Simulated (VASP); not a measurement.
# BaS (Fm-3m) in VASP: further runs

The runs below take BaS through single point, relaxation of cell and atoms, with PBEsol.

Program: VASP 6.6.1. These are calculated values, not measurements. Logs are shortened: lines on timing, memory, paths and dates and some standing lists are left out, and cuts for length are marked.

## Step 1: The cell of the first run

It takes space group Fm-3m (No. 225, cubic). Conventional cell: a = 6.370 Å, b = 6.370 Å, c = 6.370 Å, α = 90.00°, β = 90.00°, γ = 90.00°. Ba (site symmetry m-3m) has 6 S at 3.19 Å within 4.2 Å. Within 4.2 Å of S (site symmetry m-3m) lie 6 Ba at 3.19 Å.

## Step 2: Single point, PBEsol

File INCAR:

```
ALGO = Normal
EDIFF = 1E-6
ENCUT = 500
GGA = PS
GGA_COMPAT = False
ISIF = 2
ISMEAR = 0
LASPH = True
LCHARG = False
LREAL = False
LWAVE = False
NBANDS = 15
NELM = 120
PREC = Accurate
SIGMA = 0.1
```

File KPOINTS:

```
k-points
0
Gamma
  6 6 6
```

File POSCAR:

```
BaS
1.0
    0.0000000000      3.1850000000      3.1850000000
    3.1850000000      0.0000000000      3.1850000000
    3.1850000000      3.1850000000      0.0000000000
Ba S
1 1
Direct
    0.0000000000      0.0000000000      0.0000000000
    0.5000000000      0.5000000000      0.5000000000
```

Potentials or basis: VASP PAW PBE potentials, release 64 (Ba_sv, S).

Command:

```console
cat potpaw_PBE.64/Ba_sv/POTCAR potpaw_PBE.64/S/POTCAR > POTCAR
mpirun -np 1 vasp_std > vasp.out
```

OUTCAR:

```text
EDIFF = 1E-6
   ENCUT = 500
   GGA = PS
   ISIF = 2
   ISMEAR = 0
   LASPH = True
   LREAL = False
   NELM = 120
   PREC = Accurate

 ion  position               nearest neighbor table
   1  0.000  0.000  0.000-   2 3.19   2 3.19   2 3.19   2 3.19   2 3.19   2 3.19
   2  0.500  0.500  0.500-   1 3.19   1 3.19   1 3.19   1 3.19   1 3.19   1 3.19

  LATTYP: Found a face centered cubic cell.
 ALAT       =     6.3700000000

  Lattice vectors:

 A1 = (   0.0000000000,   3.1850000000,   3.1850000000)
 A2 = (   3.1850000000,   0.0000000000,   3.1850000000)
 A3 = (   3.1850000000,   3.1850000000,   0.0000000000)

Analysis of symmetry for initial positions (statically):
=====================================================================
 Subroutine PRICEL returns:
 Original cell was already a primitive cell.

 Routine SETGRP: Setting up the symmetry group for a
 face centered cubic supercell.

 Subroutine GETGRP returns: Found 48 space group operations
 (whereof 48 operations were pure point group operations)
 out of a pool of 48 trial point group operations.

The static configuration has the point symmetry O_h .

Analysis of symmetry for dynamics (positions and initial velocities):
=====================================================================
 Subroutine PRICEL returns:
 Original cell was already a primitive cell.

 Routine SETGRP: Setting up the symmetry group for a
 face centered cubic supercell.

 Subroutine GETGRP returns: Found 48 space group operations
 (whereof 48 operations were pure point group operations)
 out of a pool of 48 trial point group operations.

The dynamic configuration has the point symmetry O_h .

 Subroutine INISYM returns: Found 48 space group operations
 (whereof 48 operations are pure point group operations),
 and found     1 'primitive' translations

----------------------------------------------------------------------------------------

                                     Primitive cell

  volume of cell :      64.6187

  direct lattice vectors                    reciprocal lattice vectors
     0.000000000  3.185000000  3.185000000    -0.156985871  0.156985871  0.156985871
     3.185000000  0.000000000  3.185000000     0.156985871 -0.156985871  0.156985871
     3.185000000  3.185000000  0.000000000     0.156985871  0.156985871 -0.156985871

  length of vectors
     4.504270196  4.504270196  4.504270196     0.271907505  0.271907505  0.271907505

  position of ions in fractional coordinates (direct lattice)
     0.000000000  0.000000000  0.000000000
     0.500000000  0.500000000  0.500000000

  ion indices of the primitive-cell ions
   primitive index   ion index
                 1           1
                 2           2

----------------------------------------------------------------------------------------

 KPOINTS: k-points

Automatic generation of k-mesh.
 Grid dimensions read from file:
 generate k-points for:    6    6    6

 Generating k-lattice:

  Cartesian coordinates                     Fractional coordinates (reciprocal lattice)
    -0.026164312  0.026164312  0.026164312     0.166666667  0.000000000  0.000000000
     0.026164312 -0.026164312  0.026164312     0.000000000  0.166666667  0.000000000
     0.026164312  0.026164312 -0.026164312     0.000000000  0.000000000  0.166666667

  Length of vectors
     0.045317918  0.045317918  0.045317918

  Shift w.r.t. Gamma in fractional coordinates (k-lattice)
     0.000000000  0.000000000  0.000000000

 Subroutine IBZKPT returns following result:
 ===========================================

 Found     16 irreducible k-points:

 Following reciprocal coordinates:
            Coordinates               Weight
  0.000000  0.000000  0.000000      1.000000
  0.166667  0.000000  0.000000      8.000000
  0.333333  0.000000  0.000000      8.000000
  0.500000  0.000000  0.000000      4.000000
  0.166667  0.166667  0.000000      6.000000
  0.333333  0.166667  0.000000     24.000000
[... 8 lines left out ...]
 -0.333333  0.333333  0.166667     24.000000
 -0.333333  0.500000  0.166667     12.000000
   k-points           NKPTS =     16   k-points in BZ     NKDIM =     16   number of bands    NBANDS=     15
   number of dos      NEDOS =    301   number of ions     NIONS =      2
   total plane-waves  NPLWV =  46656
   dimension x,y,z NGX =    36 NGY =   36 NGZ =   36
   dimension x,y,z NGXF=    72 NGYF=   72 NGZF=   72
   ions per type =               1   1
   NGX,Y,Z   is equivalent  to a cutoff of  13.29, 13.29, 13.29 a.u.
   NGXF,Y,Z  is equivalent  to a cutoff of  26.57, 26.57, 26.57 a.u.
 SYSTEM =  unknown system
   PREC   = accura    normal or accurate (medium, high low for compatibility)
   ISTART =      0    job   : 0-new  1-cont  2-samecut
   ICHARG =      2    charge: 1-file 2-atom 10-const
   ISPIN  =      1    spin polarized calculation?
   LNONCOLLINEAR =      F non collinear calculations
   LSORBIT =      F    spin-orbit coupling
   LASPH  =      T    aspherical Exc in radial PAW
   ENCUT  =  500.0 eV  36.75 Ry    6.06 a.u.   8.21  8.21  8.21*2*pi/ulx,y,z
   NELM   =    120;   NELMIN=  2; NELMDL= -5     # of ELM steps
   EDIFF  = 0.1E-05   stopping-criterion for ELM
   LREAL  =      F    real-space projection
   EDIFFG = 0.1E-04   stopping-criterion for IOM
   NSW    =      0    number of steps for IOM
   IBRION =     -1    ionic relax: 0-MD 1-quasi-New 2-CG
   NFREE  =      0    steps in history (QN), initial steepest desc. (CG)
   ISIF   =      2    stress and relaxation
   ISYM   =      2    0-nonsym 1-usesym 2-fastsym
   POTIM  = 0.5000    time-step for ionic-motion
   TEBEG  =    0.0;   TEEND  =   0.0 temperature during run
   PSTRESS=    0.0 pullay stress
   NELECT =      16.0000    total number of electrons
   NUPDOWN=      -1.0000    fix difference up-down
   EMIN   =  10.00;   EMAX   =-10.00  energy-range for DOS
   EFERMI =   0.00;   METHOD = LEGACY
   ISMEAR =     0;   SIGMA  =   0.10  broadening in eV -4-tet -1-fermi 0-gaus
   EFERMI_NEDOS =   21; number of points for ismear=-14 and -15
   IALGO  =     38    algorithm
   IMIX   =      4    mixing-type and parameters
     AMIX     =   0.40;   BMIX     =  1.00
     AMIX_MAG =   1.60;   BMIX_MAG =  1.00
  volume/ion in A,a.u.               =      32.31       218.03
  Fermi-wavevector in a.u.,A,eV,Ry     =   1.028005  1.942648 14.378570  1.056795
  Thomas-Fermi vector in A             =   2.161980
   LORBIT       =      0    0 simple, 1 ext, 2 COOP (PROOUT), +10 PAW based schemes
   GGA     = PS    functional components
   LHFCALC =     F    Hartree Fock is set to
   AEXX    =    0.0000 exact exchange contribution
   IVDW    =     0    specifies the selected vdW correction
   LEPSILON=     F    determine dielectric tensor
   LRPA    =     F    only Hartree local field effects (RPA)
 non-spin polarized calculation
 Gauss-broadening in eV      SIGMA  =   0.10
  energy-cutoff  :      500.00
  volume of cell :       64.62
 maximum number of plane-waves:      1676
 NGX is ok and might be reduce to    36
   NGX = 17   NGY = 17   NGZ = 17

 number of electron      16.0000001 magnetization

 Free energy of the ion-electron system (eV)
  ---------------------------------------------------
  ext. energy  EPLUGINS =         0.00000000
  ---------------------------------------------------
  free energy    TOTEN  =       -10.71885136 eV

  energy without entropy =      -10.71885136  energy(sigma->0) =      -10.71885136

 E-fermi :   1.8841     XC(G=0):  -8.8574

 val. band max:        1.3855038999   @ k =   0.0000   0.0000   0.0000
 cond. band min:       3.3523017677   @ k =   0.5000   0.5000   0.0000
 fundamental gap:      1.9667978678
 Fermi energy:         1.8841428587

 k-point     1 :       0.0000    0.0000    0.0000
  band No.  band energies     occupation
      1     -24.6250      2.00000
      2      -9.6663      2.00000
      3      -9.6663      2.00000
      4      -9.6663      2.00000
      5      -8.9801      2.00000
      6       1.3855      2.00000
      7       1.3855      2.00000
      8       1.3855      2.00000
      9       4.8330      0.00000
     10       5.1696      0.00000
     11       5.1696      0.00000
     12       5.1696      0.00000
     13       6.1318      0.00000
     14       6.1318      0.00000
     15       9.9110      0.00000

 k-point     2 :       0.1667    0.0000    0.0000
  band No.  band energies     occupation
      1     -24.6132      2.00000
      2     -10.1589      2.00000
      3      -9.6766      2.00000
      4      -9.6766      2.00000
      5      -8.4640      2.00000
      6       0.6994      2.00000
      7       1.0281      2.00000
      8       1.0281      2.00000
      9       5.1933      0.00000
     10       5.5868      0.00000
     11       5.5868      0.00000
     12       5.8447      0.00000
     13       6.9296      0.00000
     14       6.9296      0.00000
     15      11.0030      0.00000

 k-point     3 :       0.3333    0.0000    0.0000
  band No.  band energies     occupation
      1     -24.5893      2.00000
      2     -10.6788      2.00000
      3      -9.6969      2.00000
      4      -9.6969      2.00000
      5      -7.8921      2.00000
      6      -0.2471      2.00000
      7       0.4841      2.00000
      8       0.4841      2.00000
      9       5.7483      0.00000
     10       6.6985      0.00000
     11       6.6985      0.00000
     12       7.3177      0.00000
     13       8.7171      0.00000
     14       8.7171      0.00000
     15      11.7377      0.00000
[... 199 lines left out ...]
 k-point    15 :      -0.3333    0.3333    0.1667
  band No.  band energies     occupation
      1     -24.5664      2.00000
      2     -10.5043      2.00000
      3      -9.9525      2.00000
      4      -9.8499      2.00000
      5      -8.1424      2.00000
      6       0.0519      2.00000
      7       0.6623      2.00000
      8       0.7288      2.00000
      9       5.7507      0.00000
     10       5.8652      0.00000
     11       8.0041      0.00000
     12       8.3826      0.00000
     13       8.7361      0.00000
     14      10.6940      0.00000
     15      10.8765      0.00000

 k-point    16 :      -0.3333    0.5000    0.1667
  band No.  band energies     occupation
      1     -24.5629      2.00000
      2     -10.1721      2.00000
      3     -10.1066      2.00000
      4      -9.9504      2.00000
      5      -8.4265      2.00000
      6       0.4562      2.00000
      7       0.8436      2.00000
      8       0.9867      2.00000
      9       4.4782      0.00000
     10       6.8529      0.00000
     11       7.5507      0.00000
     12       8.3410      0.00000
     13       8.9332      0.00000
     14       9.6733      0.00000
     15      11.1568      0.00000

------------------------ aborting loop because EDIFF is reached ----------------------------------------

  FORCE on cell =-STRESS in cart. coord.  units (eV):
  Direction    XX          YY          ZZ          XY          YZ          ZX
  --------------------------------------------------------------------------------------
  -------------------------------------------------------------------------------------
  Total       -0.0670255     -0.0670255     -0.0670255      0.0000000      0.0000000      0.0000000
  in kB       -1.6618508     -1.6618508     -1.6618508      0.0000000      0.0000000      0.0000000
  external PRESSURE =      -1.6618508 kB  Pullay stress =       0.0000000 kB

 VOLUME and BASIS-vectors are now :
 -----------------------------------------------------------------------------
  energy-cutoff  :      500.00
  volume of cell :       64.62
      direct lattice vectors                 reciprocal lattice vectors
     0.000000000  3.185000000  3.185000000    -0.156985871  0.156985871  0.156985871
     3.185000000  0.000000000  3.185000000     0.156985871 -0.156985871  0.156985871
     3.185000000  3.185000000  0.000000000     0.156985871  0.156985871 -0.156985871

 POSITION                                       TOTAL-FORCE (eV/Angst)
 -----------------------------------------------------------------------------------
      0.00000      0.00000      0.00000        -0.000000      0.000000     -0.000000
      3.18500      3.18500      3.18500         0.000000     -0.000000      0.000000
 -----------------------------------------------------------------------------------
    total drift:                                0.000000      0.000000      0.000000

  FREE ENERGIE OF THE ION-ELECTRON SYSTEM (eV)
  ---------------------------------------------------
  free  energy   TOTEN  =       -10.7188513617 eV

  energy  without entropy=      -10.7188513617  energy(sigma->0) =      -10.71885136
```

Wall time 20 s (1 thread of Intel Xeon 8259CL, shared host); peak memory 0.2 GiB.

Results:

- Free energy: -10.7189 eV
- Pressure: -0.2 GPa
- Band gap on the k mesh: 1.97 eV (least direct gap 2.10 eV)

Levels at points of the mesh, in eV from the valence-band top:
| k point | band 4 | band 5 | band 6 | band 7 | band 8 | band 9 | band 10 | band 11 | band 12 | band 13 |
| --- | --- | --- | --- | --- | --- | --- | --- | --- | --- | --- |
| (0.00, 0.00, 0.00) | -11.05 | -10.37 | 0.00 | 0.00 | 0.00 | 3.45 | 3.78 | 3.78 | 3.78 | 4.75 |
| (0.50, 0.00, 0.00) | -11.09 | -9.05 | -2.01 | -1.12 | -1.12 | 5.49 | 5.55 | 6.29 | 6.29 | 8.89 |
| (0.50, 0.50, 0.00) | -11.26 | -10.27 | -0.53 | -0.14 | -0.14 | 1.97 | 5.92 | 5.97 | 7.53 | 7.53 |

Caveat: the PAW data sets were made with another functional, which shifts forces and pressure a little; spin-orbit coupling is left out, which moves the levels of the heavy elements. A k mesh can miss the band edges.

[end of part 1 of 2]
